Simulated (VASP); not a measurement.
Here is a VASP 6.6.1 calculation.

Contents of INCAR:

```
PREC = Accurate
ENCUT = 520
EDIFF = 1E-6
ISMEAR = -1
SIGMA = 0.1
LREAL = False
LASPH = True
NELM = 60
ALGO = Normal
ISIF = 2
LWAVE = False
LCHARG = False
GGA = CA
ISYM = 0
NBANDS = 13
```

KPOINTS

```
regular mesh
0
Gamma
  12 12 8
```

The input POSCAR:

```
Se
1.0
   -2.8251555483      2.4769864242      1.3643942702
    2.4769864242     -2.8251555483      1.3643942702
    3.4999057278      3.4999057278     -2.0020666587
Se
2
Direct
    0.0538134276      0.9461865724      0.0000000000
    0.6961865724      0.3038134276      0.5000000000
```

Potentials or basis: VASP PAW LDA potentials, release 64 (Se).

The run is started by

```console
$ cat potpaw_LDA.64/Se/POTCAR > POTCAR
$ mpirun -np 1 vasp_std > vasp.out
```

Problem. Predict the largest force.

Solution. 0.016 eV/Å.

Problem. Estimate the pressure.

Solution. 0.2 GPa.

Problem. What does it give for the band gap on the k mesh?

Solution. Zero (band 6 reaches 6.57 eV, above the bottom of band 7 at 2.41 eV).

Forces on the atoms (eV/Å):
```
Se   0.011 -0.011  0.000
Se  -0.011  0.011  0.000
```
